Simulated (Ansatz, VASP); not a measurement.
**One calculation of MgS, two programs**

The input INCAR:

```
SYSTEM = MgS
  PREC = Accurate
  ENCUT = 600
  EDIFF = 1E-6
  ISMEAR = 0
  SIGMA = 0.05
  LREAL = .FALSE.
  LASPH = .TRUE.
  NELM = 120
  ALGO = Normal
  ISIF = 2
  LWAVE = .FALSE.
  LCHARG = .FALSE.
  GGA = PS
  NBANDS = 11
  GGA_COMPAT = .FALSE.
```

File KPOINTS:

```
regular mesh
0
G
  8 8 8
  0 0 0
```

The input POSCAR:

```
MgS
1.0
    0.0000000000      2.4975840000      2.3935180000
    2.4975840000      0.0000000000      2.3935180000
    2.4975840000      2.4975840000      0.0000000000
Mg S
1 1
Direct
    0.0000000000      0.0000000000      0.0000000000
    0.5000000000      0.5000000000      0.5000000000
```

Input for Ansatz:

```yaml
crystal:
  lattice:
    - [0.0, 2.497584, 2.393518]
    - [2.497584, 0.0, 2.393518]
    - [2.497584, 2.497584, 0.0]
  atoms:
    - { symbol: Mg, position: [0.0, 0.0, 0.0] }
    - { symbol: S, position: [0.5, 0.5, 0.5] }
basis:
  ecutwfc: 420
kpoints:
  mp_grid: { grid: [8, 8, 8] }
hamiltonian:
  xc: pbesol
scf:
  occupations: { method: gaussian, width: 0.05 }
output:
  forces: true
  stress: true
  eigenvalues: true
```

Change from the starting cell: strain -0.040 along x and y, -0.080 along z, atoms carried along.

Alike in both runs: task single point; functional PBEsol; k mesh 8 × 8 × 8; occupations gaussian, width 0.05 eV; no spin polarisation.

|  | VASP | Ansatz |
| --- | --- | --- |
| version | VASP 6.6.1 | Ansatz 0.2.0 |
| potentials or method | VASP PAW PBE potentials, release 64 (Mg, S), cutoff 600 eV | scalar-relativistic, plane waves, PAW |
| valence electrons in the cell | 8 | 16 |

VASP gave:

```
gap on the k mesh at the Fermi level (eV)                     : 2.80
least direct gap on the mesh (eV)                             : 4.95
pressure (GPa)                                                : 16.7
traceless stress, the component that is largest in VASP (GPa) : 6.94
```

What did Ansatz give for the same quantities?

gap on the k mesh at the Fermi level (eV): 2.78; least direct gap on the mesh (eV): 4.94; pressure (GPa): 16.7; traceless stress, the component that is largest in VASP (GPa): 6.90.

VASP's potentials were made for PBE, not for PBEsol. VASP's potentials hold 8 valence electrons a cell and Ansatz's 16, so a difference there can come from the potentials and not from the codes.
